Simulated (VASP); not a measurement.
# Ca (P6_3/mmc) in VASP: further runs

Runs on Ca. Level: LDA. Tasks: relaxation of cell and atoms, single point.

Program: VASP 6.6.1. These are calculated values, not measurements. Logs are shortened: lines on timing, memory, paths and dates and some standing lists are left out, and cuts for length are marked.

### Step 1. The cell of the first run

Symmetry: P6_3/mmc, No. 194, hexagonal system. Conventional cell: a = 3.708 Å, b = 3.708 Å, c = 5.265 Å, α = 90.00°, β = 90.00°, γ = 120.00°. Ca (site symmetry -3m) has 8 Ca at 2.51 to 2.63 Å within 3.3 Å. Ca (site symmetry -6m2) has 12 Ca at 2.51 to 3.39 Å within 3.4 Å.

This isn't the form of Ca at room conditions, which is fcc.

### Step 2. Relaxation of cell and atoms, LDA, target pressure 55 GPa, at which the enthalpy is minimised

INCAR

```
SYSTEM = Ca
PREC = Accurate ; ENCUT = 600
EDIFF = 1E-6 ; ISMEAR = -1
SIGMA = 0.08 ; LREAL = .FALSE.
LASPH = .TRUE. ; NELM = 100
ALGO = Normal ; ISIF = 3
LWAVE = .FALSE. ; LCHARG = .FALSE.
IBRION = 2 ; NSW = 60
EDIFFG = -0.005 ; PSTRESS = 550.0
```

KPOINTS

```
Automatic mesh
0
G
  10 10 6
  0 0 0
```

POSCAR

```
Ca
1.0
    3.7078345252      0.0000000000      0.0000000000
   -1.8539172626      3.2110788919      0.0000000000
    0.0000000000      0.0000000000      5.2651250259
Ca
4
Direct
    0.0000000000      0.0000000000      0.0000000000
    0.0000000000      0.0000000000      0.5000000000
    0.3333333333      0.6666666667      0.2500000000
    0.6666666667      0.3333333333      0.7500000000
```

Potentials or basis: VASP PAW LDA potentials, release 64 (Ca_sv).

On the command line:

```console
cat potpaw_LDA.64/Ca_sv/POTCAR > POTCAR
mpirun -np 1 vasp_std > vasp.out
```

OUTCAR:

```text
SYSTEM = Ca
   PREC = Accurate
   ENCUT = 600
   EDIFF = 1E-6
   ISMEAR = -1
   LREAL = .FALSE.
   LASPH = .TRUE.
   NELM = 100
   ISIF = 3
   IBRION = 2
   NSW = 60
   EDIFFG = -0.005
   PSTRESS = 550.0

 ion  position               nearest neighbor table
   1  0.000  0.000  0.000-   3 2.51   4 2.51   4 2.51   3 2.51   4 2.51   3 2.51   2 2.63   2 2.63

   2  0.000  0.000  0.500-   3 2.51   4 2.51   4 2.51   3 2.51   4 2.51   3 2.51   1 2.63   1 2.63

   3  0.333  0.667  0.250-   1 2.51   2 2.51   1 2.51   2 2.51   1 2.51   2 2.51
   4  0.667  0.333  0.750-   1 2.51   2 2.51   1 2.51   2 2.51   1 2.51   2 2.51

  LATTYP: Found a hexagonal cell.
 ALAT       =     3.7078345252
 C/A-ratio  =     1.4200000000

  Lattice vectors:

 A1 = (   3.7078345252,   0.0000000000,   0.0000000000)
 A2 = (  -1.8539172626,   3.2110788919,   0.0000000000)
 A3 = (   0.0000000000,   0.0000000000,   5.2651250259)

Analysis of symmetry for initial positions (statically):
=====================================================================
 Subroutine PRICEL returns:
 Original cell was already a primitive cell.

 Routine SETGRP: Setting up the symmetry group for a
 hexagonal supercell.

 Subroutine GETGRP returns: Found 24 space group operations
 (whereof 12 operations were pure point group operations)
 out of a pool of 24 trial point group operations.

The static configuration has the point symmetry D_3d.
 The point group associated with its full space group is D_6h.

Analysis of symmetry for dynamics (positions and initial velocities):
=====================================================================
 Subroutine PRICEL returns:
 Original cell was already a primitive cell.

 Routine SETGRP: Setting up the symmetry group for a
 hexagonal supercell.

 Subroutine GETGRP returns: Found 24 space group operations
 (whereof 12 operations were pure point group operations)
 out of a pool of 24 trial point group operations.

The dynamic configuration has the point symmetry D_3d.
 The point group associated with its full space group is D_6h.

 Subroutine INISYM returns: Found 24 space group operations
 (whereof 12 operations are pure point group operations),
 and found     1 'primitive' translations

----------------------------------------------------------------------------------------

                                     Primitive cell
[... 111 lines left out ...]
   EFERMI_NEDOS =   21; number of points for ismear=-14 and -15
   IALGO  =     38    algorithm
   IMIX   =      4    mixing-type and parameters
     AMIX     =   0.40;   BMIX     =  1.00
     AMIX_MAG =   1.60;   BMIX_MAG =  1.00
  volume/ion in A,a.u.               =      15.67       105.76
  Fermi-wavevector in a.u.,A,eV,Ry     =   1.409402  2.663383 27.026796  1.986413
  Thomas-Fermi vector in A             =   2.531461
   LORBIT       =      0    0 simple, 1 ext, 2 COOP (PROOUT), +10 PAW based schemes
   GGA     = CA    functional components
   LHFCALC =     F    Hartree Fock is set to
   AEXX    =    0.0000 exact exchange contribution
   IVDW    =     0    specifies the selected vdW correction
   LEPSILON=     F    determine dielectric tensor
   LRPA    =     F    only Hartree local field effects (RPA)
 conjugate gradient relaxation of ions
 non-spin polarized calculation
  energy-cutoff  :      600.00
  volume of cell :       62.69
 maximum number of plane-waves:      2115
 NGX is ok and might be reduce to    30
   NGX = 15   NGY = 15   NGZ = 21

--------------------------------------- Ionic step        1  -------------------------------------------

 number of electron      39.9999993 magnetization

 Free energy of the ion-electron system (eV)
  ---------------------------------------------------
  ext. energy  EPLUGINS =         0.00000000
  ---------------------------------------------------
  free energy    TOTEN  =         2.02110407 eV

  energy without entropy =        2.11264318  energy(sigma->0) =        2.06687363

------------------------ aborting loop because EDIFF is reached ----------------------------------------

  FORCE on cell =-STRESS in cart. coord.  units (eV):
  Direction    XX          YY          ZZ          XY          YZ          ZX
  --------------------------------------------------------------------------------------
  -------------------------------------------------------------------------------------
  Total       14.4362451     14.4362451     24.1857907      0.0000000      0.0000000      0.0000000
  in kB      368.9647022    368.9647022    618.1457171      0.0000000      0.0000000      0.0000000
  external PRESSURE =     -97.9749595 kB  Pullay stress =     550.0000000 kB
[... 103 lines left out ...]
  energy  without entropy=        4.2794960287  energy(sigma->0) =        4.24271781

  enthalpy is  TOTEN    =        22.8270810988 eV   P V=       18.6211415001

[... ionic steps 4 to 16 ...]

--------------------------------------- Ionic step       17  -------------------------------------------

 number of electron      39.9999958 magnetization

------------------------ aborting loop because EDIFF is reached ----------------------------------------
[... 75 lines left out ...]
--------------------------------------- Ionic step       19  -------------------------------------------

 number of electron      39.9999957 magnetization

 Free energy of the ion-electron system (eV)
  ---------------------------------------------------
  ext. energy  EPLUGINS =         0.00000000
  ---------------------------------------------------
  free energy    TOTEN  =         0.69954799 eV

  energy without entropy =        0.78710297  energy(sigma->0) =        0.74332548

 E-fermi :   7.4140     XC(G=0): -11.9723

 val. band max:        7.4138339647   @ k =   0.3000   0.3000   0.1667
 cond. band min:       7.4261046946   @ k =   0.2000   0.1000   0.1667
 fundamental gap:      0.0122707299
 Fermi energy:         7.4140316048

 k-point     1 :       0.0000    0.0000    0.0000
  band No.  band energies     occupation
      1     -33.0208      2.00000
      2     -32.6247      2.00000
      3     -32.5430      2.00000
      4     -32.1035      2.00000
      5     -15.6682      2.00000
      6     -14.2188      2.00000
[... 637 lines left out ...]
     23       8.5739      0.00000
     24       9.4820      0.00000

 [... further k-points ...]

------------------------ aborting loop because EDIFF is reached ----------------------------------------

  FORCE on cell =-STRESS in cart. coord.  units (eV):
  Direction    XX          YY          ZZ          XY          YZ          ZX
  --------------------------------------------------------------------------------------
  -------------------------------------------------------------------------------------
  Total       21.3404997     21.3404997     21.3375886      0.0000000     -0.0000000      0.0000000
  in kB      549.9925158    549.9925164    549.9174899      0.0000000     -0.0000000      0.0000000
  external PRESSURE =      -0.0324926 kB  Pullay stress =     550.0000000 kB
[... 23 lines left out ...]
  energy  without entropy=        0.7871029725  energy(sigma->0) =        0.74332548

  enthalpy is  TOTEN    =        22.0403380676 eV   P V=       21.3407900786

 reached required accuracy - stopping structural energy minimisation
```

CONTCAR:

```text
Ca
   1.00000000000000
     2.8607638013935985    0.0000000000000000    0.0000000000000000
    -1.4303819006967993    2.4774941275270277   -0.0000000000000000
     0.0000000000000000   -0.0000000000000000    8.7712956775455169
  Ca
     4
Direct
     0.0000000000000000    0.0000000000000000    0.0000000000000000
     0.0000000000000000    0.0000000000000000    0.5000000000000000
     0.3333333332999970    0.6666666667000030    0.2500000000000000
     0.6666666667000030    0.3333333332999970    0.7500000000000000

  0.00000000E+00  0.00000000E+00  0.00000000E+00
  0.00000000E+00  0.00000000E+00  0.00000000E+00
  0.00000000E+00  0.00000000E+00  0.00000000E+00
  0.00000000E+00  0.00000000E+00  0.00000000E+00
```

Wall time 13 min (1 thread of Intel Xeon Platinum 8559C (Emerald Rapids), shared host); peak memory 0.23 GiB.

What came out:

```yaml
Free_energy: 0.6995 eV
Relaxed_volume: 15.54 Å³/atom
Relaxed_cell: a = 2.861 Å, b = 2.861 Å, c = 8.771 Å, α = 90.00°, β = 90.00°, γ = 120.00°
Space_group_after_relaxing_to_0.1_Å: P6_3/mmc (No. 194)
Energy_change_on_relaxing_the_run_minimises_the_enthalpy: -330.4 meV/atom
Ionic_steps: 19
Pressure_after_relaxing: 55.0 GPa
Band_gap_on_the_k_mesh: zero (bands 20 and 21 overlap by 0.92 eV)
```

Step by step:
```
step  energy change (eV)  largest force (eV/Å)  pressure (GPa)  volume (Å³)
   1              0.0000                0.0000           45.20        62.69
   2              2.2280                0.0000           65.28        54.12
   3              2.1848                0.0000           64.87        54.24
   4              0.9807                0.0000           61.70        56.54
   5              0.4435                0.0000           62.20        57.76
   6             -0.3087                0.0000           60.64        59.55
   7             -0.8118                0.0000           57.73        60.72
   8              6.1569                0.0000           45.37        55.23
   9             -0.8078                0.0000           57.80        60.71
  10             -0.7682                0.0000           58.04        60.62
  11             -0.7856                0.0000           57.99        60.65
  12             -2.2797                0.0000           49.85        65.10
  13             -1.3550                0.0000           54.82        62.27
  14             -1.3439                0.0000           54.87        62.23
  15             -1.3329                0.0000           54.93        62.20
  16             -1.3180                0.0000           55.04        62.16
  17             -1.3071                0.0000           55.09        62.12
  18             -1.3525                0.0000           54.82        62.26
  19             -1.3216                0.0000           55.00        62.17
```

Final structure:
```
Ca
1.0
     2.86076    0.00000    0.00000
    -1.43038    2.47749    0.00000
     0.00000    0.00000    8.77130
Ca
4
Direct
  0.00000 0.00000 0.00000
  0.00000 0.00000 0.50000
  0.33333 0.66667 0.25000
  0.66667 0.33333 0.75000
```

Caveat: the cell is relaxed towards a set pressure, so the run minimises the enthalpy, not the energy; a cell axis changed by over 15 % at a fixed basis, so the end point is rough.

(Part 1 of 2 ends here.)
